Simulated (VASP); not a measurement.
Crystal: InSb.

```
CELL_PARAMETERS angstrom
0.00000 3.31661 3.31661
3.31661 0.00000 3.31661
3.31661 3.31661 0.00000
ATOMIC_POSITIONS crystal
In 0.00000 0.00000 0.00000
Sb 0.25000 0.25000 0.25000
```

* Program: VASP 6.6.1
* Task: relaxation of cell and atoms
* Functional: PBEsol
* Potentials or basis: VASP PAW PBE potentials, release 64 (In_d, Sb)
* Cutoff: 600 eV
* k mesh: 12 × 12 × 12
* Occupations: gaussian, width 0.1 eV
* Spin: no spin polarisation

At the start: pressure -1.9 GPa; volume 36.48 Å³/atom.

Q: How do energy, volume and symmetry change on relaxing?

A: Over 3 steps the energy falls by 11.6 meV/atom and the volume is 34.66 Å³/atom (-5.0 %); space group F-43m (No. 216, to 0.05 Å).

Step by step:
| step | energy change (eV) | largest force (eV/Å) | pressure (GPa) | volume (Å³) |
| --- | --- | --- | --- | --- |
| 1 | 0.0000 | 0.0000 | -1.94 | 72.96 |
| 2 | -0.0215 | 0.0000 | 0.59 | 68.41 |
| 3 | -0.0232 | 0.0000 | 0.00 | 69.32 |

Final structure:
```
In Sb
1.0
     0.00000    3.26039    3.26039
     3.26039    0.00000    3.26039
     3.26039    3.26039    0.00000
In Sb
1 1
Direct
  0.00000 0.00000 0.00000
  0.25000 0.25000 0.25000
```

Caveat: the PAW data sets were made with another functional, which shifts forces and pressure a little.
